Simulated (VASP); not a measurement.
Write the native input for VASP 6.6.1 that does the following.

| Quantity | Value |
| --- | --- |
| Task | single point |
| Functional | PBE |
| Potentials or basis | VASP PAW PBE potentials, release 64 (Ta_pv, N) |
| Cutoff | 520 eV |
| k mesh | 7 × 7 × 7 |
| Occupations | gaussian, width 0.05 eV |
| Spin | collinear spin, ferromagnetic start |
| Starting moments | [-0.06, -0.06, -0.03, -0.03] μB |
| Hubbard terms | Ta d U = 6.0 eV |
| Dipole correction | no |
| Further INCAR settings | ALGO = Normal; EDIFF = 1e-06; NBANDS = 28 |

The structure of TaN lies in POSCAR:

```
TaN
1.0
    0.0000000000      2.1790013100      2.1790013100
    2.1790013100      0.0000000000      2.1790013100
    4.3580026200      4.3580026200      0.0000000000
Ta N
2 2
Direct
    0.5000000000      0.5000000000      0.2500000000
    0.5000000000      0.5000000000      0.7500000000
    0.0000000000      0.0000000000      0.0000000000
    0.0000000000      0.0000000000      0.5000000000
```

The input as run:

INCAR

```
SYSTEM = TaN
PREC = Accurate
ENCUT = 520
EDIFF = 1E-6
ISMEAR = 0
SIGMA = 0.05
LREAL = .False.
LASPH = .True.
NELM = 150
ALGO = Normal
ISIF = 2
LWAVE = .False.
LCHARG = .False.
ISPIN = 2
MAGMOM = -0.06 -0.06 -0.03 -0.03
LORBIT = 11
LMAXMIX = 4
LDAU = .True.
LDAUTYPE = 2
LDAUL = 2 -1
LDAUU = 6 0
LDAUJ = 0 0
LDAUPRINT = 1
GGA = PE
NBANDS = 28
```

KPOINTS

```
regular mesh
0
Gamma
  7 7 7
  0 0 0
```

Potentials or basis: VASP PAW PBE potentials, release 64 (Ta_pv, N).

Run with:

```console
$ cat potpaw_PBE.64/Ta_pv/POTCAR potpaw_PBE.64/N/POTCAR > POTCAR
$ mpirun -np 1 vasp_std > vasp.out
```

It gave:

| Quantity | Value |
| --- | --- |
| Pressure | 35.6 GPa |
| Band gap on the k mesh | zero (filled and empty bands overlap) |
| Net moment | 0.00 μB per cell |
| Valence electrons inside the program's atomic spheres | Ta 8.83; N 3.84 |

Caveat: spin-orbit coupling is left out, which moves the levels of the heavy elements.

Wall time 2.7 min on 1 thread of AMD EPYC 7R13 Processor (Zen 3) (shared host), peak memory 0.21 GiB.
